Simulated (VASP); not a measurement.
Input of a VASP 6.6.1 run:

Contents of INCAR:

```
SYSTEM = Ag
ALGO = Normal ; EDIFF = 1E-6
ENCUT = 500 ; GGA = PS
GGA_COMPAT = .False. ; ISIF = 2
ISMEAR = 0 ; LASPH = .True.
LCHARG = .False. ; LREAL = .False.
LWAVE = .False. ; NBANDS = 12
NELM = 120 ; PREC = Accurate
SIGMA = 0.1
```

The input KPOINTS:

```
k-points
0
Gamma
  8 8 8
  0 0 0
```

Contents of POSCAR:

```
Ag
1.0
    0.0000000000      2.0287255906      2.0287255906
    2.0287255906      0.0000000000      2.0287255906
    2.0287255906      2.0287255906      0.0000000000
Ag
1
Direct
    0.0000000000      0.0000000000      0.0000000000
```

Potentials or basis: VASP PAW PBE potentials, release 64 (Ag).

The run is started by

```bash
$ cat potpaw_PBE.64/Ag/POTCAR > POTCAR
$ mpirun -np 1 vasp_std > vasp.out
```

**Question.** Predict the pressure.

**Answer.** 0.2 GPa.

Caveat: the PAW data sets were made with another functional, which shifts forces and pressure a little.
